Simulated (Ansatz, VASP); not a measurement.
**Nb in VASP and in Ansatz**

```
Nb
1.0
    -1.63531    1.63531    1.63531
     1.63531   -1.63531    1.63531
     1.63531    1.63531   -1.63531
Nb
1
Direct
  0.00000 0.00000 0.00000
```

Alike in both runs: functional PBEsol; k mesh 23 × 23 × 23; no spin polarisation.

Ansatz relaxed the structure, and its values are those at the end. VASP's run is a single point on that final structure, the one shown.

|  | VASP | Ansatz |
| --- | --- | --- |
| version | VASP 6.6.1 | Ansatz 0.2.0 |
| potentials or method | VASP PAW PBE potentials, release 64 (Nb_sv) | plane-wave PAW, scalar-relativistic |
| plane-wave cutoff (eV) | 520 | 420 |
| occupations | methfessel-paxton of order 1, width 0.1 eV | cold, width 0.1 eV |
| valence electrons in the cell | 13 | 13 |

```csv
,VASP,Ansatz,Ansatz less VASP
pressure (GPa),-0.3,0.0,+0.33
```

VASP's potentials were made for PBE, not for PBEsol.
